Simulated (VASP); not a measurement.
Wanted: the native input for a VASP 6.6.1 run.

* Task: single point
* Functional: PBE
* Potentials or basis: VASP PAW PBE potentials, release 64 (Ag, Si)
* Cutoff: 520 eV
* k mesh: 2 × 2 × 2
* Occupations: gaussian, width 0.01 eV
* Spin: collinear spin
* Starting moments: [0.2, 0.0, 0.0, 0.0, 0.0, 0.0, 0.0, 0.0, 0.2, 0.2, 0.0, 0.2, 0.0, 0.2, 0.0, 0.0] μB
* Dipole correction: no
* Further INCAR settings: LREAL = Auto; ALGO = Normal; EDIFF = 1e-06; NBANDS = 54

The structure of Si15Ag (a cell with a defect) lies in POSCAR:

```
Si15Ag
1.0
    0.0000000000      5.4700937659     -5.4700937659
    5.4700937659      5.4700937659      0.0000000000
    5.4700937659      0.0000000000     -5.4700937659
Ag Si
1 15
Direct
    0.1235692829      0.1251187447      0.1267007131
    0.1244341572      0.6242407116      0.1276204542
    0.6271070518      0.1216351703      0.1230939950
    0.6226297804      0.6242486293      0.1275933871
    0.1244080592      0.1261832428      0.6257514275
    0.1199100872      0.6288330094      0.6302469589
    0.6225708488      0.1261636016      0.6257279323
    0.6235332605      0.6252016168      0.6266812559
    0.2501066510      0.7383351041      0.2603593464
    0.2572124432      0.2517672493      0.2532198259
    0.7496385273      0.7472388440      0.2524205390
    0.7367500973      0.2517317537      0.2532347598
    0.2492680526      0.7513282667      0.7528122580
    0.2500791014      0.2589153641      0.7398751289
    0.7455036111      0.7513935952      0.7527702710
    0.7495744318      0.2509513289      0.7487163634
```

The input as run:

INCAR

```
PREC     = Accurate       # precision mode
ENCUT    = 520            # plane-wave cutoff, eV
EDIFF    = 1E-6           # SCF threshold, eV
ISMEAR   = 0              # smearing method
SIGMA    = 0.01           # smearing width, eV
LREAL    = Auto         
LASPH    = T              # aspherical terms in the spheres
NELM     = 150            # most SCF steps
ALGO     = Normal         # electronic algorithm
ISIF     = 2              # what is computed and relaxed
LWAVE    = F              # write WAVECAR
LCHARG   = F              # write CHGCAR
ISPIN    = 2              # spin polarisation
MAGMOM   = 0.2 0 0 0 0 0 0 0 0.2 0.2 0 0.2 0 0.2 0 0 # initial moments
LORBIT   = 11             # projections on sites
LMAXMIX  = 4              # l up to which the mixer works
GGA      = PE             # functional
NBANDS   = 54             # bands
```

KPOINTS

```
Automatic mesh
0
Gamma
  2 2 2
```

Potentials or basis: VASP PAW PBE potentials, release 64 (Ag, Si).

Launch:

```sh
$ cat potpaw_PBE.64/Ag/POTCAR potpaw_PBE.64/Si/POTCAR > POTCAR
$ mpirun -np 1 vasp_std > vasp.out
```

It gave:

```json
{
  "Pressure": "1.4 GPa",
  "Largest force": "0.010 eV/Å",
  "Net moment": "0.25 μB per cell",
  "Site moments": "Ag +0.03; Si +0.00, -0.00, +0.02 μB",
  "Valence electrons inside the program's atomic spheres": "Ag 10.05; Si 1.68, 1.69, 1.67"
}
```

Caveat: the k points lie up to 0.50 Å⁻¹ apart.

Wall time 5.9 min on 1 thread of AMD EPYC 9R45 96-Core Processor (Zen 5), with other jobs on the host, peak memory 0.68 GiB.
